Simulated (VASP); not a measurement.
# Mg2GeN (Immm) in VASP: notebook

Runs on Mg2GeN. Level: PBE. Tasks: single point, relaxation of cell and atoms.

All numbers are computed with VASP 6.6.1; they aren't measurements. Logs are shortened: lines on timing, memory, paths and dates and some standing lists are left out, and cuts for length are marked.

## Step 1: The cell of the first run

It takes space group Immm (No. 71, orthorhombic). Conventional cell: a = 3.412 Å, b = 4.832 Å, c = 7.932 Å, α = 90.00°, β = 90.00°, γ = 90.00°. Within 3.2 Å of Mg (site symmetry mm2) lie 1 Ge at 2.42 Å and 4 N at 2.87 to 2.96 Å and 5 Mg at 3.08 to 3.10 Å. Ge (site symmetry mmm) has 2 N at 1.71 Å within 2.3 Å. N (site symmetry mmm) has 2 Ge at 1.71 Å within 2.3 Å.

The cell was built from a structure type or drawn by symmetry, and may not be a known phase.

## Step 2: Single point, PBE

INCAR reads:

```
PREC     = Accurate       # precision mode
ENCUT    = 520            # plane-wave cutoff, eV
EDIFF    = 1E-6           # SCF threshold, eV
ISMEAR   = 0              # smearing method
SIGMA    = 0.1            # smearing width, eV
LREAL    = False          # projectors in reciprocal space
LASPH    = True           # aspherical terms in the spheres
NELM     = 100            # most SCF steps
ALGO     = Normal         # electronic algorithm
ISIF     = 2              # what is computed and relaxed
LWAVE    = False          # write WAVECAR
LCHARG   = False          # write CHGCAR
GGA      = PE             # functional
NBANDS   = 20             # bands
```

KPOINTS reads:

```
regular mesh
0
Gamma
  6 6 6
```

POSCAR reads:

```
Mg2GeN
1.0
   -1.7059422200      2.4158708700      3.9658634100
    1.7059422200     -2.4158708700      3.9658634100
    1.7059422200      2.4158708700     -3.9658634100
Mg Ge N
2 1 1
Direct
    0.8046585400      0.8046585400      0.0000000000
    0.1953414600      0.1953414600      0.0000000000
    0.5000000000      0.5000000000      0.0000000000
    0.5000000000      0.0000000000      0.5000000000
```

Potentials or basis: VASP PAW PBE potentials, release 64 (Mg, Ge_d, N).

On the command line:

```bash
cat potpaw_PBE.64/Mg/POTCAR potpaw_PBE.64/Ge_d/POTCAR potpaw_PBE.64/N/POTCAR > POTCAR
mpirun -np 1 vasp_std > vasp.out
```

OUTCAR:

```text
PREC = Accurate
   ENCUT = 520
   EDIFF = 1E-6
   ISMEAR = 0
   LREAL = False
   LASPH = True
   NELM = 100
   ISIF = 2
   GGA = PE

 ion  position               nearest neighbor table
   1  0.805  0.805  0.000-   3 2.42   2 3.08   2 3.08   2 3.08   2 3.08   2 3.10
   2  0.195  0.195  0.000-   3 2.42   1 3.08   1 3.08   1 3.08   1 3.08   1 3.10
   3  0.500  0.500  0.000-   4 1.71   4 1.71   1 2.42   2 2.42
   4  0.500  0.000  0.500-   3 1.71   3 1.71

  LATTYP: Found a body centered orthorhombic cell.
 ALAT       =     3.4118844400
 B/A-ratio  =     1.4161504661
 C/A-ratio  =     2.3247348964

  Lattice vectors:

 A1 = (  -1.7059422200,   2.4158708700,   3.9658634100)
 A2 = (   1.7059422200,  -2.4158708700,   3.9658634100)
 A3 = (   1.7059422200,   2.4158708700,  -3.9658634100)

Analysis of symmetry for initial positions (statically):
=====================================================================
 Subroutine PRICEL returns:
 Original cell was already a primitive cell.

 Routine SETGRP: Setting up the symmetry group for a
 body centered orthorhombic supercell.

 Subroutine GETGRP returns: Found  8 space group operations
 (whereof  8 operations were pure point group operations)
 out of a pool of  8 trial point group operations.

The static configuration has the point symmetry D_2h.

Analysis of symmetry for dynamics (positions and initial velocities):
=====================================================================
 Subroutine PRICEL returns:
 Original cell was already a primitive cell.

 Routine SETGRP: Setting up the symmetry group for a
 body centered orthorhombic supercell.

 Subroutine GETGRP returns: Found  8 space group operations
 (whereof  8 operations were pure point group operations)
 out of a pool of  8 trial point group operations.

The dynamic configuration has the point symmetry D_2h.

 Subroutine INISYM returns: Found  8 space group operations
 (whereof  8 operations are pure point group operations),
 and found     1 'primitive' translations

----------------------------------------------------------------------------------------

                                     Primitive cell

  volume of cell :      65.3786

  direct lattice vectors                    reciprocal lattice vectors
    -1.705942220  2.415870870  3.965863410     0.000000000  0.206964704  0.126075951
     1.705942220 -2.415870870  3.965863410     0.293093162  0.000000000  0.126075951
     1.705942220  2.415870870 -3.965863410     0.293093162  0.206964704  0.000000000

  length of vectors
     4.947195519  4.947195519  4.947195519     0.242341771  0.319059159  0.358800767

  position of ions in fractional coordinates (direct lattice)
     0.804658540  0.804658540  0.000000000
     0.195341460  0.195341460  0.000000000
     0.500000000  0.500000000  0.000000000
     0.500000000  0.000000000  0.500000000

  ion indices of the primitive-cell ions
   primitive index   ion index
                 1           1
                 2           2
                 3           3
                 4           4

----------------------------------------------------------------------------------------

 KPOINTS: regular mesh

Automatic generation of k-mesh.
 Grid dimensions read from file:
 generate k-points for:    6    6    6

 Generating k-lattice:

  Cartesian coordinates                     Fractional coordinates (reciprocal lattice)
     0.000000000  0.034494117  0.021012658     0.166666667  0.000000000  0.000000000
     0.048848860  0.000000000  0.021012658     0.000000000  0.166666667 -0.000000000
     0.048848860  0.034494117  0.000000000     0.000000000 -0.000000000  0.166666667

  Length of vectors
     0.040390295  0.053176527  0.059800128

  Shift w.r.t. Gamma in fractional coordinates (k-lattice)
     0.000000000  0.000000000  0.000000000

 Subroutine IBZKPT returns following result:
 ===========================================

 Found     46 irreducible k-points:

 Following reciprocal coordinates:
            Coordinates               Weight
  0.000000  0.000000  0.000000      1.000000
  0.166667 -0.000000  0.000000      4.000000
  0.333333 -0.000000  0.000000      4.000000
  0.500000 -0.000000  0.000000      2.000000
 -0.000000  0.166667  0.000000      4.000000
  0.166667  0.166667  0.000000      8.000000
[... 16 lines left out ...]
 -0.166667  0.166667  0.166667      2.000000
  0.166667  0.333333  0.166667      4.000000
 [... further k-points ...]
   k-points           NKPTS =     46   k-points in BZ     NKDIM =     46   number of bands    NBANDS=     20
   number of dos      NEDOS =    301   number of ions     NIONS =      4
   total plane-waves  NPLWV =  64000
   dimension x,y,z NGX =    40 NGY =   40 NGZ =   40
   dimension x,y,z NGXF=    80 NGYF=   80 NGZF=   80
   ions per type =               2   1   1
   NGX,Y,Z   is equivalent  to a cutoff of  13.44, 13.44, 13.44 a.u.
   NGXF,Y,Z  is equivalent  to a cutoff of  26.88, 26.88, 26.88 a.u.
[... 28 lines left out ...]
   IMIX   =      4    mixing-type and parameters
     AMIX     =   0.40;   BMIX     =  1.00
     AMIX_MAG =   1.60;   BMIX_MAG =  1.00
  volume/ion in A,a.u.               =      16.34       110.30
  Fermi-wavevector in a.u.,A,eV,Ry     =   1.155683  2.183925 18.171995  1.335604
  Thomas-Fermi vector in A             =   2.292310
   LORBIT       =      0    0 simple, 1 ext, 2 COOP (PROOUT), +10 PAW based schemes
   GGA     = PE    functional components
   LHFCALC =     F    Hartree Fock is set to
   AEXX    =    0.0000 exact exchange contribution
   IVDW    =     0    specifies the selected vdW correction
   LEPSILON=     F    determine dielectric tensor
   LRPA    =     F    only Hartree local field effects (RPA)
 non-spin polarized calculation
 Gauss-broadening in eV      SIGMA  =   0.10
  energy-cutoff  :      520.00
  volume of cell :       65.38
 maximum number of plane-waves:      1784
 NGX is ok and might be reduce to    40
   NGX = 19   NGY = 19   NGZ = 19

 number of electron      23.0000006 magnetization

 Free energy of the ion-electron system (eV)
  ---------------------------------------------------
  ext. energy  EPLUGINS =         0.00000000
  ---------------------------------------------------
  free energy    TOTEN  =       -11.65957599 eV

  energy without entropy =      -11.64739921  energy(sigma->0) =      -11.65348760

 E-fermi :   4.7631     XC(G=0):  -9.8230

 val. band max:        4.7542266998   @ k =   0.1667   0.3333   0.0000
 cond. band min:       4.8079944404   @ k =  -0.1667  -0.3333   0.1667
 fundamental gap:      0.0537677407
 Fermi energy:         4.7631173351

 k-point     1 :       0.0000    0.0000    0.0000
  band No.  band energies     occupation
      1     -20.6864      2.00000
      2     -20.2850      2.00000
      3     -20.2616      2.00000
      4     -20.1939      2.00000
      5     -20.1797      2.00000
      6     -11.9488      2.00000
[... 12 lines left out ...]
     19      14.0449      0.00000
     20      14.4192      0.00000

 k-point     2 :       0.1667   -0.0000    0.0000
  band No.  band energies     occupation
      1     -20.6865      2.00000
      2     -20.2850      2.00000
      3     -20.2615      2.00000
      4     -20.1939      2.00000
      5     -20.1796      2.00000
      6     -11.9235      2.00000
[... 12 lines left out ...]
     19      14.0108      0.00000
     20      14.5437      0.00000

 k-point     3 :       0.3333   -0.0000    0.0000
  band No.  band energies     occupation
      1     -20.6865      2.00000
      2     -20.2848      2.00000
      3     -20.2614      2.00000
      4     -20.1939      2.00000
      5     -20.1796      2.00000
      6     -11.8719      2.00000
[... 12 lines left out ...]
     19      12.7873      0.00000
     20      13.1850      0.00000

 k-point     4 :       0.5000   -0.0000    0.0000
  band No.  band energies     occupation
      1     -20.6866      2.00000
      2     -20.2847      2.00000
      3     -20.2614      2.00000
      4     -20.1939      2.00000
      5     -20.1796      2.00000
      6     -11.8456      2.00000
[... 429 lines left out ...]
 k-point    23 :      -0.1667    0.1667    0.1667
  band No.  band energies     occupation
      1     -20.5563      2.00000
      2     -20.2841      2.00000
      3     -20.2605      2.00000
      4     -20.2170      2.00000
      5     -20.2033      2.00000
      6     -11.5086      2.00000
[... 12 lines left out ...]
     19      12.2869      0.00000
     20      14.7967      0.00000

 k-point    24 :       0.1667    0.3333    0.1667
  band No.  band energies     occupation
      1     -20.5119      2.00000
      2     -20.2835      2.00000
      3     -20.2601      2.00000
      4     -20.2249      2.00000
      5     -20.2111      2.00000
      6     -11.2638      2.00000
[... 12 lines left out ...]
     19      12.1081      0.00000
     20      15.5775      0.00000

 [... further k-points ...]

------------------------ aborting loop because EDIFF is reached ----------------------------------------

  FORCE on cell =-STRESS in cart. coord.  units (eV):
  Direction    XX          YY          ZZ          XY          YZ          ZX
  --------------------------------------------------------------------------------------
  -------------------------------------------------------------------------------------
  Total       14.9250021      0.1034099     11.8203522      0.0000000      0.0000000      0.0000000
  in kB      365.7541023      2.5341772    289.6711357      0.0000000      0.0000000      0.0000000
  external PRESSURE =     219.3198051 kB  Pullay stress =       0.0000000 kB

 VOLUME and BASIS-vectors are now :
 -----------------------------------------------------------------------------
  energy-cutoff  :      520.00
  volume of cell :       65.38
      direct lattice vectors                 reciprocal lattice vectors
    -1.705942220  2.415870870  3.965863410     0.000000000  0.206964704  0.126075951
     1.705942220 -2.415870870  3.965863410     0.293093162  0.000000000  0.126075951
     1.705942220  2.415870870 -3.965863410     0.293093162  0.206964704  0.000000000

 POSITION                                       TOTAL-FORCE (eV/Angst)
 -----------------------------------------------------------------------------------
      0.00000      0.00000      6.38233         0.000000      0.000000      2.310445
      0.00000      0.00000      1.54940        -0.000000     -0.000000     -2.310445
      0.00000      0.00000      3.96586         0.000000      0.000000      0.000000
      0.00000      2.41587      0.00000         0.000000      0.000000      0.000000
 -----------------------------------------------------------------------------------
    total drift:                               -0.000000     -0.000000      0.000000

  FREE ENERGIE OF THE ION-ELECTRON SYSTEM (eV)
  ---------------------------------------------------
  free  energy   TOTEN  =       -11.6595759892 eV

  energy  without entropy=      -11.6473992145  energy(sigma->0) =      -11.65348760
```

Run time: 60 s. Hardware: 1 thread of AMD EPYC 7R13 (Zen 3), shared host; peak memory 0.24 GiB.

Results:

```yaml
Free_energy: -11.6596 eV
Pressure: 21.9 GPa
Largest_force: 2.310 eV/Å
Band_gap_on_the_k_mesh: zero (an odd number of electrons rules out a gap without spin polarisation)
```

Forces on the atoms (eV/Å):
```
Mg   0.000  0.000  2.310
Mg   0.000  0.000 -2.310
Ge   0.000  0.000  0.000
N    0.000  0.000  0.000
```

Levels at points of the mesh, in eV from the Fermi level:
```tsv
k point	band 9	band 10	band 11	band 12	band 13	band 14	band 15	band 16
(0.00, 0.00, 0.00)	-5.49	-5.21	-0.47	0.42	1.72	2.35	2.95	3.69
(0.50, 0.00, 0.00)	-5.68	-3.94	-0.93	-0.34	1.98	4.70	5.74	6.08
(0.00, 0.50, 0.00)	-3.55	-3.30	-0.73	-0.25	0.76	2.91	3.40	3.87
(0.50, 0.50, 0.00)	-3.95	-2.81	-2.73	0.91	1.38	2.70	3.15	4.24
(0.50, 0.50, 0.50)	-5.67	-3.55	-1.25	-0.22	1.73	5.05	5.20	6.41
```

Caveat: the cell stands under pressure; forces of over 1 eV/Å act on the atoms, so gaps and moduli don't describe the material at rest.

## Step 3: Single point, PBE

This run uses another cell than the first one, of 16.53 Å³/atom.

INCAR reads:

```
SYSTEM = Mg2GeN
ALGO = Normal
EDIFF = 1E-7
ENCUT = 520
GGA = PE
ISIF = 2
ISMEAR = 0
LASPH = .TRUE.
LCHARG = .TRUE.
LELF = .TRUE.
LREAL = .FALSE.
LVHAR = .TRUE.
LWAVE = .FALSE.
NBANDS = 20
NELM = 80
PREC = Accurate
SIGMA = 0.1
```

KPOINTS reads:

```
k-points
0
G
  6 6 6
  0 0 0
```

POSCAR reads:

```
Mg2GeN
1.0
   -2.5749997658      1.5884099734      4.0403713888
    2.5749997658     -1.5884099734      4.0403713888
    2.5749997658      1.5884099734     -4.0403713888
Mg Ge N
2 1 1
Direct
    0.8378161755      0.8378161755      0.0000000000
    0.1621838245      0.1621838245      0.0000000000
    0.5000000000      0.5000000000      0.0000000000
    0.5000000000      0.0000000000      0.5000000000
```

Potentials or basis: VASP PAW PBE potentials, release 64 (Mg, Ge_d, N).

On the command line:

```bash
cat potpaw_PBE.64/Mg/POTCAR potpaw_PBE.64/Ge_d/POTCAR potpaw_PBE.64/N/POTCAR > POTCAR
mpirun -np 1 vasp_std > vasp.out
```

Run time: 74 s. Hardware: 1 thread of AMD EPYC 7R13 (Zen 3), shared host; peak memory 0.24 GiB.

It converged, with:

| Property | Result |
| --- | --- |
| Free energy | -16.4572 eV |
| Pressure | 0.0 GPa |
| Largest force | 0.006 eV/Å |
| Band gap on the k mesh | zero (an odd number of electrons rules out a gap without spin polarisation) |

Forces in eV/Å, atoms in the order of the input:
```
Mg   0.000  0.000 -0.006
Mg   0.000  0.000  0.006
Ge   0.000  0.000  0.000
N    0.000  0.000  0.000
```

Stress tensor (GPa, compression positive):
```
 0.19  0.00  0.00
 0.00 -0.18  0.00
 0.00  0.00 -0.13
```

Levels at points of the mesh, in eV from the Fermi level:
| k point | band 7 | band 8 | band 9 | band 10 | band 11 | band 12 | band 13 | band 14 | band 15 | band 16 |
| --- | --- | --- | --- | --- | --- | --- | --- | --- | --- | --- |
| (0.00, 0.00, 0.00) | -8.11 | -4.04 | -2.99 | -1.42 | -1.24 | -0.15 | 0.94 | 4.65 | 5.60 | 6.26 |
| (0.50, 0.00, 0.00) | -6.00 | -5.12 | -3.10 | -3.04 | -1.21 | 0.28 | 1.04 | 2.80 | 4.81 | 6.19 |
| (0.00, 0.50, 0.00) | -9.04 | -3.63 | -3.40 | -1.38 | -0.80 | 0.41 | 2.10 | 4.97 | 5.60 | 7.08 |
| (0.50, 0.50, 0.00) | -7.07 | -4.44 | -2.78 | -2.75 | -1.00 | -0.08 | 2.07 | 2.54 | 3.84 | 5.12 |
| (0.50, 0.50, 0.50) | -7.84 | -5.79 | -4.58 | -1.45 | -0.55 | 2.71 | 4.20 | 5.19 | 6.02 | 6.81 |

## Step 4: Relaxation of cell and atoms, PBE

INCAR reads:

```
SYSTEM = Mg2GeN
ALGO = Normal
EDIFF = 1E-6
EDIFFG = -0.04
ENCUT = 600
GGA = PE
IBRION = 2
ISIF = 3
ISMEAR = 0
LASPH = .True.
LCHARG = .False.
LREAL = .False.
LWAVE = .False.
NELM = 80
NSW = 90
PREC = Accurate
SIGMA = 0.1
```

KPOINTS reads:

```
k-points
0
Gamma
  6 6 6
  0 0 0
```

POSCAR reads:

```
Mg2GeN
1.0
   -1.7059422200      2.4158708700      3.9658634100
    1.7059422200     -2.4158708700      3.9658634100
    1.7059422200      2.4158708700     -3.9658634100
Mg Ge N
2 1 1
Direct
    0.8046585400      0.8046585400      0.0000000000
    0.1953414600      0.1953414600      0.0000000000
    0.5000000000      0.5000000000      0.0000000000
    0.5000000000      0.0000000000      0.5000000000
```

On the command line:

```bash
cat potpaw_PBE.64/Mg/POTCAR potpaw_PBE.64/Ge_d/POTCAR potpaw_PBE.64/N/POTCAR > POTCAR
mpirun -np 1 vasp_std > vasp.out
```

It took 19 min on 1 thread of AMD EPYC 7R13 (Zen 3), shared host; peak memory 0.27 GiB.

The run converged. Its results:

```yaml
Free_energy: -16.3453 eV
Relaxed_volume: 16.10 Å³/atom
Relaxed_cell: a = 5.017 Å, b = 5.017 Å, c = 5.017 Å, α = 120.37°, β = 142.97°, γ = 72.30°
Space_group_after_relaxing_to_0.1_Å: Immm (No. 71)
Energy_gained_by_relaxing: 1170.9 meV/atom
Ionic_steps: 36
Pressure_after_relaxing: -0.3 GPa
Largest_force_after_relaxing: 0.014 eV/Å
Band_gap_on_the_k_mesh: zero (an odd number of electrons rules out a gap without spin polarisation)
```

Forces on the atoms (eV/Å):
```
Mg   0.000  0.000  0.014
Mg   0.000  0.000 -0.014
Ge   0.000  0.000  0.000
N    0.000  0.000  0.000
```

Stress tensor (GPa, compression positive):
```
-0.33  0.00  0.00
 0.00 -0.35  0.00
 0.00  0.00 -0.25
```

Step by step:
```csv
step,energy change (eV),largest force (eV/Å),pressure (GPa),volume (Å³)
1,0.0000,2.3103,21.90,65.38
2,-1.5915,0.4529,-6.46,88.22
3,-1.6539,0.6061,-3.21,82.95
4,-1.6546,0.5900,-3.55,83.39
5,-2.0144,0.5461,-3.54,79.86
6,-3.0737,0.6077,-2.30,70.85
7,-2.4215,1.0782,33.76,50.38
8,-3.6012,0.6558,0.67,65.54
9,-3.7706,0.1764,12.26,57.24
10,-3.8428,0.5260,5.98,60.81
11,-4.0117,0.3891,5.70,60.54
12,-4.0730,0.1221,6.45,60.06
13,-4.1746,0.2657,3.93,61.68
14,-4.3313,0.5875,-2.32,66.63
15,-4.3362,0.6234,-3.39,67.71
16,-4.4260,0.3637,-3.02,67.47
17,-4.5090,0.2415,-2.00,66.92
18,-4.5153,0.5567,-1.46,66.66
19,-4.5615,0.6117,-0.28,65.42
20,-4.5696,0.9060,5.36,61.63
21,-4.5954,0.7533,2.30,63.50
22,-4.6314,0.4784,1.47,63.69
23,-4.6649,0.0859,0.04,64.06
24,-4.6755,0.0669,-0.12,64.13
25,-4.6790,0.0629,-0.29,64.18
26,-4.6795,0.0654,-0.37,64.20
27,-4.6795,0.0674,-0.41,64.21
28,-4.6809,0.0071,0.14,63.92
29,-4.6810,0.0258,0.25,63.84
30,-4.6810,0.0674,0.53,63.69
31,-4.6810,0.0375,0.27,63.80
32,-4.6820,0.0476,0.30,63.86
33,-4.6832,0.0925,0.25,64.06
34,-4.6833,0.0740,0.25,63.99
35,-4.6834,0.0798,0.28,64.01
36,-4.6836,0.0135,-0.31,64.39
```

Final structure:
```xyz
4
Lattice="-2.4944 1.5930 4.0510 2.4944 -1.5930 4.0510 2.4944 1.5930 -4.0510" Properties=species:S:1:pos:R:3 pbc="T T T"
Mg    0.0000    0.0000    6.7878
Mg    0.0000    0.0000    1.3141
Ge    0.0000    0.0000    4.0510
N     0.0000    1.5930    0.0000
```

Levels at points of the mesh, in eV from the Fermi level:
```tsv
k point	band 8	band 9	band 10	band 11	band 12	band 13	band 14	band 15
(0.00, 0.00, 0.00)	-4.37	-3.24	-1.69	-1.25	-0.42	0.90	5.09	5.44
(0.50, 0.00, 0.00)	-5.45	-3.47	-3.33	-1.26	0.23	0.73	2.73	4.94
(0.00, 0.50, 0.00)	-3.87	-3.59	-1.63	-0.72	0.51	1.96	4.69	5.44
(0.50, 0.50, 0.00)	-4.68	-3.01	-2.99	-1.21	-0.01	2.10	2.30	3.72
(0.50, 0.50, 0.50)	-6.10	-4.87	-1.73	-0.63	2.75	4.25	5.00	5.79
```

## Step 5: The runs side by side

| task | cell | cutoff (eV) | gap on the mesh (eV) | pressure (GPa) | largest force (eV/Å) |
| --- | --- | --- | --- | --- | --- |
| single point | a = 4.947 Å, angles 139.7, 121.5, 73.4°, 4 atoms, atomic positions A | 520 | none | 21.9 | 2.31 |
| single point | a = 5.048 Å, angles 118.7, 143.3, 73.7°, 4 atoms, atomic positions B | 520 | none | 0.0 | 0.01 |
| relaxation of cell and atoms | relaxed from a = 4.947 Å, angles 139.7, 121.5, 73.4°, 4 atoms, atomic positions A | 600 | none | -0.3 | 0.01 |

Alike in all rows: level PBE; potentials or basis VASP PAW PBE potentials, release 64 (Mg, Ge_d, N); no spin polarisation; k mesh 6 × 6 × 6; smearing gaussian 0.1 eV.

Caveats: the cell stands under pressure (at least some runs); forces of over 1 eV/Å act on the atoms, so gaps and moduli don't describe the material at rest (at least some runs).

Absolute energies hang on the potentials; compare differences alone.
